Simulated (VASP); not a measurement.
# Al (P-1) in VASP: single point with PBE

Aim: the single point of Al with PBE.

Program: VASP 6.6.1. These are calculated values, not measurements. Logs are shortened: lines on timing, memory, paths and dates and some standing lists are left out, and cuts for length are marked.

## (1) The cell of the first run

The typed cell holds 2 atoms: a = 4.547 Å, b = 4.547 Å, c = 2.754 Å, α = 90.00°, β = 90.00°, γ = 120.00°.

## (2) Single point, PBE (atoms moved at random)

INCAR reads:

```
SYSTEM = Al
PREC = Accurate
ENCUT = 520
EDIFF = 1E-6
ISMEAR = -1
SIGMA = 0.05
LREAL = .FALSE.
LASPH = .TRUE.
NELM = 80
ALGO = Normal
ISIF = 2
LWAVE = .FALSE.
LCHARG = .TRUE.
GGA = PE
LELF = .TRUE.
LVHAR = .TRUE.
NBANDS = 10
```

KPOINTS reads:

```
regular mesh
0
G
  7 7 10
  0 0 0
```

POSCAR reads:

```
Al
1.0
    4.5467300000      0.0000000000      0.0000000000
   -2.2733700000      3.9375800000      0.0000000000
    0.0000000000      0.0000000000      2.7539300000
Al
2
Direct
    0.3331430000      0.6604680000      0.4902950000
    0.6668740000      0.3456110000      0.5072180000
```

Potentials or basis: VASP PAW PBE potentials, release 64 (Al).

Command:

```sh
$ cat potpaw_PBE.64/Al/POTCAR > POTCAR
$ mpirun -np 1 vasp_std > vasp.out
```

OUTCAR:

```text
SYSTEM = Al
   PREC = Accurate
   ENCUT = 520
   EDIFF = 1E-6
   ISMEAR = -1
   LREAL = .FALSE.
   LASPH = .TRUE.
   NELM = 80
   ISIF = 2
   GGA = PE

 ion  position               nearest neighbor table
   1  0.333  0.660  0.490-   2 2.55   2 2.63   2 2.70
   2  0.667  0.346  0.507-   1 2.55   1 2.63   1 2.70

  LATTYP: Found a hexagonal cell.
 ALAT       =     4.5467300000
 C/A-ratio  =     0.6056946421

  Lattice vectors:

 A1 = (   4.5467300000,   0.0000000000,   0.0000000000)
 A2 = (  -2.2733700000,   3.9375800000,   0.0000000000)
 A3 = (   0.0000000000,   0.0000000000,   2.7539300000)

Analysis of symmetry for initial positions (statically):
=====================================================================
 Subroutine PRICEL returns:
 Original cell was already a primitive cell.

 Routine SETGRP: Setting up the symmetry group for a
 hexagonal supercell.

 Subroutine GETGRP returns: Found  2 space group operations
 (whereof  1 operations were pure point group operations)
 out of a pool of 24 trial point group operations.

The static configuration has the point symmetry C_1 .
 The point group associated with its full space group is S_2 .

Analysis of symmetry for dynamics (positions and initial velocities):
=====================================================================
 Subroutine PRICEL returns:
 Original cell was already a primitive cell.

 Routine SETGRP: Setting up the symmetry group for a
 hexagonal supercell.

 Subroutine GETGRP returns: Found  2 space group operations
 (whereof  1 operations were pure point group operations)
 out of a pool of 24 trial point group operations.

The dynamic configuration has the point symmetry C_1 .
 The point group associated with its full space group is S_2 .

 Subroutine INISYM returns: Found  2 space group operations
 (whereof  1 operations are pure point group operations),
 and found     1 'primitive' translations

----------------------------------------------------------------------------------------

                                     Primitive cell

  volume of cell :      49.3039

  direct lattice vectors                    reciprocal lattice vectors
     4.546730000  0.000000000  0.000000000     0.219938285  0.126981826  0.000000000
    -2.273370000  3.937580000  0.000000000     0.000000000  0.253963094  0.000000000
     0.000000000  0.000000000  2.753930000     0.000000000  0.000000000  0.363117436

  length of vectors
     4.546730000  4.546729309  2.753930000     0.253963056  0.253963094  0.363117436

  position of ions in fractional coordinates (direct lattice)
     0.333143000  0.660468000  0.490295000
     0.666874000  0.345611000  0.507218000

  ion indices of the primitive-cell ions
   primitive index   ion index
                 1           1
                 2           2

----------------------------------------------------------------------------------------

 KPOINTS: regular mesh

Automatic generation of k-mesh.
 Grid dimensions read from file:
 generate k-points for:    7    7   10

 Generating k-lattice:

  Cartesian coordinates                     Fractional coordinates (reciprocal lattice)
     0.031419755  0.018140261  0.000000000     0.142857143 -0.000000000  0.000000000
     0.000000000  0.036280442  0.000000000     0.000000000  0.142857143  0.000000000
     0.000000000  0.000000000  0.036311744     0.000000000  0.000000000  0.100000000

  Length of vectors
     0.036280437  0.036280442  0.036311744

  Shift w.r.t. Gamma in fractional coordinates (k-lattice)
     0.000000000  0.000000000  0.000000000

 Subroutine IBZKPT returns following result:
 ===========================================

 Found    246 irreducible k-points:

 Following reciprocal coordinates:
            Coordinates               Weight
  0.000000  0.000000  0.000000      1.000000
  0.142857 -0.000000  0.000000      2.000000
  0.000000  0.142857  0.000000      2.000000
 -0.142857  0.142857  0.000000      2.000000
  0.285714 -0.000000  0.000000      2.000000
  0.000000  0.285714  0.000000      2.000000
[... 16 lines left out ...]
  0.285714  0.285714  0.000000      2.000000
 -0.285714 -0.428571  0.000000      2.000000
 [... further k-points ...]
   k-points           NKPTS =    246   k-points in BZ     NKDIM =    246   number of bands    NBANDS=     10
   number of dos      NEDOS =    301   number of ions     NIONS =      2
   total plane-waves  NPLWV =  25920
   dimension x,y,z NGX =    36 NGY =   36 NGZ =   20
   dimension x,y,z NGXF=    72 NGYF=   72 NGZF=   40
   ions per type =               2
   NGX,Y,Z   is equivalent  to a cutoff of  13.16, 13.16, 12.07 a.u.
   NGXF,Y,Z  is equivalent  to a cutoff of  26.33, 26.33, 24.15 a.u.
 SYSTEM =  Al
   PREC   = accura    normal or accurate (medium, high low for compatibility)
   ISTART =      0    job   : 0-new  1-cont  2-samecut
   ICHARG =      2    charge: 1-file 2-atom 10-const
   ISPIN  =      1    spin polarized calculation?
   LNONCOLLINEAR =      F non collinear calculations
   LSORBIT =      F    spin-orbit coupling
   LASPH  =      T    aspherical Exc in radial PAW
   ENCUT  =  520.0 eV  38.22 Ry    6.18 a.u.   8.45  8.45  5.12*2*pi/ulx,y,z
   NELM   =     80;   NELMIN=  2; NELMDL= -5     # of ELM steps
   EDIFF  = 0.1E-05   stopping-criterion for ELM
   LREAL  =      F    real-space projection
   EDIFFG = 0.1E-04   stopping-criterion for IOM
   NSW    =      0    number of steps for IOM
   IBRION =     -1    ionic relax: 0-MD 1-quasi-New 2-CG
   NFREE  =      0    steps in history (QN), initial steepest desc. (CG)
   ISIF   =      2    stress and relaxation
   ISYM   =      2    0-nonsym 1-usesym 2-fastsym
   POTIM  = 0.5000    time-step for ionic-motion
   TEBEG  =    0.0;   TEEND  =   0.0 temperature during run
   PSTRESS=    0.0 pullay stress
   NELECT =       6.0000    total number of electrons
   NUPDOWN=      -1.0000    fix difference up-down
   EMIN   =  10.00;   EMAX   =-10.00  energy-range for DOS
   EFERMI =   0.00;   METHOD = LEGACY
   ISMEAR =    -1;   SIGMA  =   0.05  broadening in eV -4-tet -1-fermi 0-gaus
   EFERMI_NEDOS =   21; number of points for ismear=-14 and -15
   IALGO  =     38    algorithm
   IMIX   =      4    mixing-type and parameters
     AMIX     =   0.40;   BMIX     =  1.00
     AMIX_MAG =   1.60;   BMIX_MAG =  1.00
  volume/ion in A,a.u.               =      24.65       166.36
  Fermi-wavevector in a.u.,A,eV,Ry     =   0.811269  1.533076  8.954770  0.658157
  Thomas-Fermi vector in A             =   1.920597
   LORBIT       =      0    0 simple, 1 ext, 2 COOP (PROOUT), +10 PAW based schemes
   GGA     = PE    functional components
   LHFCALC =     F    Hartree Fock is set to
   AEXX    =    0.0000 exact exchange contribution
   IVDW    =     0    specifies the selected vdW correction
   LEPSILON=     F    determine dielectric tensor
   LRPA    =     F    only Hartree local field effects (RPA)
 non-spin polarized calculation
  energy-cutoff  :      520.00
  volume of cell :       49.30
 maximum number of plane-waves:      1378
 NGX is ok and might be reduce to    36
   NGX = 17   NGY = 17   NGZ = 11

 number of electron       6.0000000 magnetization

 Free energy of the ion-electron system (eV)
  ---------------------------------------------------
  ext. energy  EPLUGINS =         0.00000000
  ---------------------------------------------------
  free energy    TOTEN  =        -6.49811771 eV

  energy without entropy =       -6.49267589  energy(sigma->0) =       -6.49539680

 E-fermi :   3.9520     XC(G=0):  -8.4702

 val. band max:        3.9052696598   @ k =  -0.1429  -0.4286   0.4000
 cond. band min:       3.9616550214   @ k =   0.0000   0.0000   0.2000
 fundamental gap:      0.0563853616
 Fermi energy:         3.9519816891

 k-point     1 :       0.0000    0.0000    0.0000
  band No.  band energies     occupation
      1      -4.8315      2.00000
      2       2.9242      2.00000
      3       3.2791      2.00000
      4       3.4064      1.99996
      5       5.9787      0.00000
      6       6.3607      0.00000
      7       9.4244      0.00000
      8      13.2357      0.00000
      9      13.8339      0.00000
     10      19.5335      0.00000

 k-point     2 :       0.1429   -0.0000    0.0000
  band No.  band energies     occupation
      1      -4.6599      2.00000
      2       1.3948      2.00000
      3       2.8238      2.00000
      4       4.6493      0.00000
      5       6.2160      0.00000
      6       6.8754      0.00000
      7      10.4157      0.00000
      8      13.3767      0.00000
      9      13.8734      0.00000
     10      18.3630      0.00000

 k-point     3 :       0.0000    0.1429    0.0000
  band No.  band energies     occupation
      1      -4.6636      2.00000
      2       1.5045      2.00000
      3       2.6869      2.00000
      4       4.6105      0.00000
      5       6.2189      0.00000
      6       6.9641      0.00000
      7      10.3934      0.00000
      8      13.3725      0.00000
      9      13.8849      0.00000
     10      18.4674      0.00000

 k-point     4 :      -0.1429    0.1429    0.0000
  band No.  band energies     occupation
      1      -4.6567      2.00000
      2       1.3142      2.00000
      3       2.9260      2.00000
      4       4.6769      0.00000
      5       6.3021      0.00000
      6       6.7140      0.00000
      7      10.4379      0.00000
      8      13.3803      0.00000
      9      13.8659      0.00000
     10      18.2848      0.00000
[... 222 lines left out ...]
 k-point    22 :       0.4286    0.4286    0.0000
  band No.  band energies     occupation
      1      -3.0016      2.00000
      2      -2.1322      2.00000
      3       1.3717      2.00000
      4       5.3348      0.00000
      5       9.7145      0.00000
      6       9.8698      0.00000
      7      12.6726      0.00000
      8      12.9284      0.00000
      9      14.7434      0.00000
     10      15.4486      0.00000

 k-point    23 :       0.2857    0.2857    0.0000
  band No.  band energies     occupation
      1      -3.0423      2.00000
      2      -1.8732      2.00000
      3       0.7320      2.00000
      4       7.2532      0.00000
      5       7.3476      0.00000
      6       9.8506      0.00000
      7      13.2904      0.00000
      8      14.3009      0.00000
      9      14.6676      0.00000
     10      15.5897      0.00000

 k-point    24 :      -0.2857   -0.4286    0.0000
  band No.  band energies     occupation
      1      -2.9873      2.00000
      2      -1.9674      2.00000
      3       0.7729      2.00000
      4       7.1901      0.00000
      5       7.5107      0.00000
      6       9.7417      0.00000
      7      13.0981      0.00000
      8      14.4226      0.00000
      9      14.7269      0.00000
     10      15.5979      0.00000

 [... further k-points ...]

------------------------ aborting loop because EDIFF is reached ----------------------------------------

  FORCE on cell =-STRESS in cart. coord.  units (eV):
  Direction    XX          YY          ZZ          XY          YZ          ZX
  --------------------------------------------------------------------------------------
  -------------------------------------------------------------------------------------
  Total        0.5795229     -0.3835078     -0.1415795     -0.2950890     -0.0161877      0.0119239
  in kB       18.8321438    -12.4624486     -4.6007578     -9.5891938     -0.5260342      0.3874768
  external PRESSURE =       0.5896458 kB  Pullay stress =       0.0000000 kB

 VOLUME and BASIS-vectors are now :
 -----------------------------------------------------------------------------
  energy-cutoff  :      520.00
  volume of cell :       49.30
      direct lattice vectors                 reciprocal lattice vectors
     4.546730000  0.000000000  0.000000000     0.219938285  0.126981826  0.000000000
    -2.273370000  3.937580000  0.000000000     0.000000000  0.253963094  0.000000000
     0.000000000  0.000000000  2.753930000     0.000000000  0.000000000  0.363117436

 POSITION                                       TOTAL-FORCE (eV/Angst)
 -----------------------------------------------------------------------------------
      0.01322      2.60065      1.35024        -0.281034      0.403415     -0.054978
      2.24639      1.36087      1.39684         0.281034     -0.403415      0.054978
 -----------------------------------------------------------------------------------
    total drift:                                0.000001     -0.000000      0.000002

  FREE ENERGIE OF THE ION-ELECTRON SYSTEM (eV)
  ---------------------------------------------------
  free  energy   TOTEN  =        -6.4981177145 eV

  energy  without entropy=       -6.4926758896  energy(sigma->0) =       -6.49539680
```

It took 29 s on 1 thread of Intel Xeon Platinum 8559C (Emerald Rapids), shared host; peak memory 0.22 GiB.

What came out:

* Free energy: -6.4981 eV
* Pressure: 0.1 GPa
* Largest force: 0.495 eV/Å
* Band gap on the k mesh: zero (bands 3 and 4 overlap by 3.24 eV)

Forces in eV/Å, atoms in the order of the input:
```
Al  -0.281  0.403 -0.055
Al   0.281 -0.403  0.055
```

Stress tensor (GPa, compression positive):
```
 1.88 -0.96  0.04
-0.96 -1.25 -0.05
 0.04 -0.05 -0.46
```

Caveat: the cell differs from its parent crystal (atoms moved at random).

The gap in the log of VASP goes by the Fermi energy; the results here count the filled bands.